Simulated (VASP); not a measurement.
# Zn2SiN (P4/mmm) in VASP: further runs

Runs on Zn2SiN. Level: PBE. Tasks: single point, relaxation of cell and atoms.

Program: VASP 6.6.1. These are calculated values, not measurements. Logs are shortened: lines on timing, memory, paths and dates and some standing lists are left out, and cuts for length are marked.

**1. The cell of the first run**

The structure is tetragonal, space group P4/mmm (No. 123). The conventional cell has a = 3.788 Å, b = 3.788 Å, c = 3.581 Å, α = 90.00°, β = 90.00°, γ = 90.00°. Zn (site symmetry mmm) has 4 Si at 2.61 Å and 4 N at 2.61 Å and 4 Zn at 2.68 Å within 3.4 Å. Within 3.4 Å of Si (site symmetry 4/mmm) lie 8 Zn at 2.61 Å and 4 N at 2.68 Å. Within 3.4 Å of N (site symmetry 4/mmm) lie 8 Zn at 2.61 Å and 4 Si at 2.68 Å.

The cell was generated, and may not be a known phase.

**2. Single point, PBE**

Input file INCAR:

```
PREC     = Accurate       # precision mode
ENCUT    = 600            # plane-wave cutoff, eV
EDIFF    = 1E-6           # SCF threshold, eV
ISMEAR   = 0              # smearing method
SIGMA    = 0.1            # smearing width, eV
LREAL    = F              # projectors in reciprocal space
LASPH    = T              # aspherical terms in the spheres
NELM     = 120            # most SCF steps
ALGO     = Normal         # electronic algorithm
ISIF     = 2              # what is computed and relaxed
LWAVE    = F              # write WAVECAR
LCHARG   = T              # write CHGCAR
GGA      = PE             # functional
LELF     = T              # ELF
LVHAR    = T            
NBANDS   = 24             # bands
GGA_COMPAT= F
```

Input file KPOINTS:

```
regular mesh
0
Gamma
  4 4 6
```

Input file POSCAR:

```
Zn2SiN
1.0
    3.7881194900      0.0000000000      0.0000000000
    0.0000000000      3.7881194900      0.0000000000
    0.0000000000      0.0000000000      3.5809410300
Zn Si N
2 1 1
Direct
    0.0000000000      0.5000000000      0.5000000000
    0.5000000000      0.0000000000      0.5000000000
    0.5000000000      0.5000000000      0.0000000000
    0.0000000000      0.0000000000      0.0000000000
```

Potentials or basis: VASP PAW PBE potentials, release 64 (Zn, Si, N).

Launch:

```
$ cat potpaw_PBE.64/Zn/POTCAR potpaw_PBE.64/Si/POTCAR potpaw_PBE.64/N/POTCAR > POTCAR
$ mpirun -np 1 vasp_std > vasp.out
```

OUTCAR:

```text
PREC = Accurate
   ENCUT = 600
   EDIFF = 1E-6
   ISMEAR = 0
   LREAL = F
   LASPH = T
   NELM = 120
   ISIF = 2
   GGA = PE

 ion  position               nearest neighbor table
   1  0.000  0.500  0.500-   3 2.61   3 2.61   3 2.61   3 2.61   2 2.68   2 2.68   2 2.68   2 2.68

   2  0.500  0.000  0.500-   3 2.61   3 2.61   3 2.61   3 2.61   1 2.68   1 2.68   1 2.68   1 2.68

   3  0.500  0.500  0.000-   1 2.61   2 2.61   1 2.61   2 2.61   2 2.61   2 2.61   1 2.61   1 2.61

   4  0.000  0.000  0.000-

  LATTYP: Found a simple tetragonal cell.
 ALAT       =     3.7881194900
 C/A-ratio  =     0.9453083620

  Lattice vectors:

 A1 = (   3.7881194900,   0.0000000000,   0.0000000000)
 A2 = (   0.0000000000,   3.7881194900,   0.0000000000)
 A3 = (   0.0000000000,   0.0000000000,   3.5809410300)

Analysis of symmetry for initial positions (statically):
=====================================================================
 Subroutine PRICEL returns:
 Original cell was already a primitive cell.

 Routine SETGRP: Setting up the symmetry group for a
 simple tetragonal supercell.

 Subroutine GETGRP returns: Found 16 space group operations
 (whereof 16 operations were pure point group operations)
 out of a pool of 16 trial point group operations.

The static configuration has the point symmetry D_4h.

Analysis of symmetry for dynamics (positions and initial velocities):
=====================================================================
 Subroutine PRICEL returns:
 Original cell was already a primitive cell.

 Routine SETGRP: Setting up the symmetry group for a
 simple tetragonal supercell.

 Subroutine GETGRP returns: Found 16 space group operations
 (whereof 16 operations were pure point group operations)
 out of a pool of 16 trial point group operations.

The dynamic configuration has the point symmetry D_4h.

 Subroutine INISYM returns: Found 16 space group operations
 (whereof 16 operations are pure point group operations),
 and found     1 'primitive' translations

----------------------------------------------------------------------------------------

                                     Primitive cell
[... 87 lines left out ...]
   ICHARG =      2    charge: 1-file 2-atom 10-const
   ISPIN  =      1    spin polarized calculation?
   LNONCOLLINEAR =      F non collinear calculations
   LSORBIT =      F    spin-orbit coupling
   LASPH  =      T    aspherical Exc in radial PAW
   ENCUT  =  600.0 eV  44.10 Ry    6.64 a.u.   7.57  7.57  7.15*2*pi/ulx,y,z
   NELM   =    120;   NELMIN=  2; NELMDL= -5     # of ELM steps
   EDIFF  = 0.1E-05   stopping-criterion for ELM
   LREAL  =      F    real-space projection
   EDIFFG = 0.1E-04   stopping-criterion for IOM
   NSW    =      0    number of steps for IOM
   IBRION =     -1    ionic relax: 0-MD 1-quasi-New 2-CG
   NFREE  =      0    steps in history (QN), initial steepest desc. (CG)
   ISIF   =      2    stress and relaxation
   ISYM   =      2    0-nonsym 1-usesym 2-fastsym
   POTIM  = 0.5000    time-step for ionic-motion
   TEBEG  =    0.0;   TEEND  =   0.0 temperature during run
   PSTRESS=    0.0 pullay stress
   NELECT =      33.0000    total number of electrons
   NUPDOWN=      -1.0000    fix difference up-down
   EMIN   =  10.00;   EMAX   =-10.00  energy-range for DOS
   EFERMI =   0.00;   METHOD = LEGACY
   ISMEAR =     0;   SIGMA  =   0.10  broadening in eV -4-tet -1-fermi 0-gaus
   EFERMI_NEDOS =   21; number of points for ismear=-14 and -15
   IALGO  =     38    algorithm
   IMIX   =      4    mixing-type and parameters
     AMIX     =   0.40;   BMIX     =  1.00
     AMIX_MAG =   1.60;   BMIX_MAG =  1.00
  volume/ion in A,a.u.               =      12.85        86.69
  Fermi-wavevector in a.u.,A,eV,Ry     =   1.412423  2.669092 27.142772  1.994937
  Thomas-Fermi vector in A             =   2.534173
   LORBIT       =      0    0 simple, 1 ext, 2 COOP (PROOUT), +10 PAW based schemes
   GGA     = PE    functional components
   LHFCALC =     F    Hartree Fock is set to
   AEXX    =    0.0000 exact exchange contribution
   IVDW    =     0    specifies the selected vdW correction
   LEPSILON=     F    determine dielectric tensor
   LRPA    =     F    only Hartree local field effects (RPA)
 non-spin polarized calculation
 Gauss-broadening in eV      SIGMA  =   0.10
  energy-cutoff  :      600.00
  volume of cell :       51.39
 maximum number of plane-waves:      1736
   NGX = 15   NGY = 15   NGZ = 15

 number of electron      33.0000017 magnetization

 Free energy of the ion-electron system (eV)
  ---------------------------------------------------
  ext. energy  EPLUGINS =         0.00000000
  ---------------------------------------------------
  free energy    TOTEN  =       -12.05547079 eV

  energy without entropy =      -12.04354920  energy(sigma->0) =      -12.04951000

 E-fermi :   5.5061     XC(G=0): -11.6659

 val. band max:        5.4236838985   @ k =   0.5000   0.5000   0.1667
 cond. band min:       5.5148334773   @ k =   0.2500   0.2500   0.3333
 fundamental gap:      0.0911495789
 Fermi energy:         5.5060528983

 k-point     1 :       0.0000    0.0000    0.0000
  band No.  band energies     occupation
      1      -9.4785      2.00000
      2      -4.2718      2.00000
      3      -2.6652      2.00000
      4      -2.5203      2.00000
      5      -2.2372      2.00000
      6      -2.2372      2.00000
[... 637 lines left out ...]
     23      19.0455      0.00000
     24      19.4121      0.00000

------------------------ aborting loop because EDIFF is reached ----------------------------------------

  FORCE on cell =-STRESS in cart. coord.  units (eV):
  Direction    XX          YY          ZZ          XY          YZ          ZX
  --------------------------------------------------------------------------------------
  -------------------------------------------------------------------------------------
  Total        0.8924986      0.8924986      1.0634970      0.0000000     -0.0000000      0.0000000
  in kB       27.8274620     27.8274620     33.1590692      0.0000000     -0.0000000      0.0000000
  external PRESSURE =      29.6046644 kB  Pullay stress =       0.0000000 kB

 VOLUME and BASIS-vectors are now :
 -----------------------------------------------------------------------------
  energy-cutoff  :      600.00
  volume of cell :       51.39
      direct lattice vectors                 reciprocal lattice vectors
     3.788119490  0.000000000  0.000000000     0.263983225  0.000000000  0.000000000
     0.000000000  3.788119490  0.000000000     0.000000000  0.263983225  0.000000000
     0.000000000  0.000000000  3.580941030     0.000000000  0.000000000  0.279256204

 POSITION                                       TOTAL-FORCE (eV/Angst)
 -----------------------------------------------------------------------------------
      0.00000      1.89406      1.79047         0.000000      0.000000      0.000000
      1.89406      0.00000      1.79047         0.000000      0.000000      0.000000
      1.89406      1.89406      0.00000         0.000000      0.000000      0.000000
      0.00000      0.00000      0.00000         0.000000      0.000000      0.000000
 -----------------------------------------------------------------------------------
    total drift:                                0.000000      0.000000     -0.000000

  FREE ENERGIE OF THE ION-ELECTRON SYSTEM (eV)
  ---------------------------------------------------
  free  energy   TOTEN  =       -12.0554707929 eV

  energy  without entropy=      -12.0435492024  energy(sigma->0) =      -12.04951000
```

OSZICAR:

```text
N       E                     dE             d eps       ncg     rms          rms(c)
DAV:   1     0.188701675069E+03    0.18870E+03   -0.16740E+04  1160   0.202E+03
DAV:   2     0.103802511611E+01   -0.18766E+03   -0.17713E+03  1208   0.368E+02
DAV:   3    -0.135380945826E+02   -0.14576E+02   -0.14070E+02  1432   0.965E+01
DAV:   4    -0.138097335306E+02   -0.27164E+00   -0.27131E+00  1304   0.127E+01
DAV:   5    -0.138124406014E+02   -0.27071E-02   -0.27069E-02  1432   0.126E+00    0.884E+00
DAV:   6    -0.130951995933E+02    0.71724E+00   -0.85244E+00  1584   0.631E+01    0.973E+00
DAV:   7    -0.120744011729E+02    0.10208E+01   -0.20875E+00  1600   0.170E+01    0.404E+00
DAV:   8    -0.120680164310E+02    0.63847E-02   -0.47708E-01  1240   0.566E+00    0.117E+00
DAV:   9    -0.120571303619E+02    0.10886E-01   -0.27668E-02  1576   0.224E+00    0.394E-01
DAV:  10    -0.120561861701E+02    0.94419E-03   -0.65869E-03  1448   0.731E-01    0.242E-01
DAV:  11    -0.120555774098E+02    0.60876E-03   -0.12806E-03  1440   0.363E-01    0.116E-01
DAV:  12    -0.120555016023E+02    0.75807E-04   -0.34846E-04  1256   0.168E-01    0.368E-02
DAV:  13    -0.120554773536E+02    0.24249E-04   -0.92206E-05  1736   0.134E-01    0.222E-02
DAV:  14    -0.120554708687E+02    0.64849E-05   -0.16430E-05  1456   0.337E-02    0.617E-03
DAV:  15    -0.120554707929E+02    0.75771E-07   -0.24476E-06  1160   0.102E-02
   1 F= -.12055471E+02 E0= -.12049510E+02  d E =-.119216E-01
```

stdout:

```text
POSCAR found type information on POSCAR ZnSiN
 POSCAR found :  3 types and       4 ions
 scaLAPACK will be used
 LDA part: xc-table for (Slater+PW92), standard interpolation
 POSCAR, INCAR and KPOINTS ok, starting setup
 FFT: planning ... GRIDC
 FFT: planning ... GRID_SOFT
 FFT: planning ... GRID
 WAVECAR not read
 entering main loop
```

Wall time 20 s (1 thread of AMD EPYC 9R45 (Zen 5), shared host); peak memory 0.15 GiB.

What came out:

* Free energy: -12.0555 eV
* Pressure: 3.0 GPa
* Band gap on the k mesh: zero (an odd number of electrons rules out a gap without spin polarisation)

Levels at points of the mesh, in eV from the Fermi level:
```csv
k point,band 12,band 13,band 14,band 15,band 16,band 17,band 18,band 19,band 20,band 21
"(0.00, 0.00, 0.00)",-6.86,-4.18,-4.18,-3.39,0.68,0.78,1.19,1.78,1.78,6.87
"(0.50, 0.00, 0.00)",-7.32,-4.24,-2.70,-1.96,-1.16,-0.45,0.48,2.17,3.64,6.05
"(0.50, 0.50, 0.00)",-7.18,-5.74,-5.74,-1.26,1.26,1.67,1.67,2.35,3.98,4.55
"(0.00, 0.00, 0.50)",-6.86,-6.77,-2.40,-2.40,-0.62,1.31,1.31,2.34,3.81,3.81
"(0.50, 0.00, 0.50)",-6.53,-6.06,-6.03,-1.90,-1.50,-0.53,1.43,1.79,3.79,5.21
"(0.50, 0.50, 0.50)",-5.63,-5.63,-5.15,-4.69,-4.50,-2.02,-2.02,3.07,3.07,5.46
```

Caveat: the k points lie up to 0.41 Å⁻¹ apart, too coarse for converged energies and pressures of a metal.

(Continued in part 2 of 2.)

The gap in the log of VASP goes by the Fermi energy; the results here count the filled bands.